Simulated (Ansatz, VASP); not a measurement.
## AlGa3N4 in VASP and in Ansatz

```
Al Ga N
1.0
     4.33822    0.10336    0.10336
     0.10336    4.33822    0.10336
     0.10336    0.10336    4.33822
Al Ga N
1 3 4
Direct
  0.00000 0.00000 0.00000
  0.50000 0.50000 0.00000
  0.50000 0.00000 0.50000
  0.00000 0.50000 0.50000
  0.75481 0.75481 0.24519
  0.75481 0.24519 0.75481
  0.24519 0.75481 0.75481
  0.24519 0.24519 0.24519
```

Change from the starting cell: equal engineering shear yz, xz and xy +0.0467, equal normal strain along x, y and z -0.0200.

Alike in both runs: task single point; functional LDA; k mesh 6 × 6 × 6; occupations gaussian, width 0.05 eV; no spin polarisation.

|  | VASP | Ansatz |
| --- | --- | --- |
| version | VASP 6.6.1 | Ansatz 0.2.0 |
| potentials or method | VASP PAW LDA potentials, release 64 (Al, Ga_d, N_h), cutoff 1330 eV | scalar-relativistic, plane waves, PAW |
| valence electrons in the cell | 62 | 62 |

VASP gave:

```
gap on the k mesh at the Fermi level (eV)                     : 2.72
least direct gap on the mesh (eV)                             : 2.72
pressure (GPa)                                                : 17.4
traceless stress, the component that is largest in VASP (GPa) : -11.46
rms of the force components (eV/Å)                            : 0.499
```

Q: Which values does Ansatz return?

A: gap on the k mesh at the Fermi level (eV): 2.71; least direct gap on the mesh (eV): 2.71; pressure (GPa): 16.1; traceless stress, the component that is largest in VASP (GPa): -11.31; rms of the force components (eV/Å): 0.480.

Ansatz warns that its potentials were made for another functional, while VASP's fit it. LDA's correlation is that of Perdew and Zunger in VASP and of Perdew and Wang (1992) in Ansatz. Atom by atom the forces differ by 0.022 eV/Å (rms over components).
